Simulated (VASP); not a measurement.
Runs of VASP 6.6.1 on TcIr. The structure is that of space group Pm-3m (No. 221), or close to it. The cells are those of the table. 

```tsv
task	cell	k mesh	cutoff (eV)	gap on the mesh (eV)	pressure (GPa)
single point	a = 3.039 Å, 2 atoms	7 × 7 × 7	520	none	4.8
single point	a = 3.060 Å, 2 atoms	7 × 7 × 7	520	none	(a)
single point	a = 3.050 Å, 2 atoms	8 × 8 × 8	520	none	1.2
single point	a = 3.050 Å, 2 atoms	7 × 7 × 7	520	none	1.2
relaxation of cell and atoms	relaxed from a = 3.050 Å, 2 atoms	7 × 7 × 7	600	none	0.0
```

Alike in all rows: level LDA; potentials or basis VASP PAW LDA potentials, release 64 (Ir, Tc_pv); no spin polarisation; smearing gaussian 0.05 eV.

Problem. Fill in the values left out.

Solution. (a) -2.3.

Caveats: spin-orbit coupling is left out, which moves the levels of the heavy elements.

A k mesh can miss the band edges, and the runs leave out spin-orbit coupling on Ir, Tc.

A gap of «none» marks levels without a gap at the run's occupations.
